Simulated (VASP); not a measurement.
# SiNi3: single point with PBE

Crystal: SiNi3.

```xyz
4
Lattice="3.5410 0.0000 0.0000 0.0000 3.5410 0.0000 0.0000 0.0000 3.5410" Properties=species:S:1:pos:R:3 pbc="T T T"
Si    0.0000    0.0000    0.0000
Ni    0.0000    1.7705    1.7705
Ni    1.7705    0.0000    1.7705
Ni    1.7705    1.7705    0.0000
```

This cell differs from its parent crystal: volume scaled by 1.03.

```json
{"Program": "VASP 6.6.1", "Task": "single point", "Functional": "PBE", "Potentials or basis": "VASP PAW PBE potentials, release 64 (Si, Ni)", "Cutoff": "520 eV", "k mesh": "12 × 12 × 12", "Occupations": "gaussian, width 0.1 eV", "Spin": "no spin polarisation"}
```

The pressure is -5.8 GPa and the band gap on the k mesh is zero (band 17 reaches 10.25 eV, above the bottom of band 18 at 10.02 eV).

Levels at points of the mesh, in eV from the Fermi level:
| k point | band 14 | band 15 | band 16 | band 17 | band 18 | band 19 | band 20 | band 21 |
| --- | --- | --- | --- | --- | --- | --- | --- | --- |
| (0.00, 0.00, 0.00) | -0.60 | -0.60 | -0.29 | 0.03 | 0.03 | 0.03 | 4.55 | 6.19 |
| (0.50, 0.00, 0.00) | -1.23 | -1.10 | -0.53 | 0.03 | 3.49 | 3.49 | 4.98 | 5.20 |
| (0.50, 0.50, 0.00) | -1.36 | -1.06 | -0.97 | -0.90 | 0.62 | 0.62 | 5.40 | 6.19 |
| (0.50, 0.50, 0.50) | -1.19 | -1.19 | -0.33 | -0.20 | -0.20 | -0.20 | 1.08 | 3.89 |

Wall time 65 s on 1 thread of AMD EPYC 9R14 (Zen 4) (shared host), peak memory 0.17 GiB.

 Spin polarisation is off, so any magnetic state and its effect on volume and gap are missing.
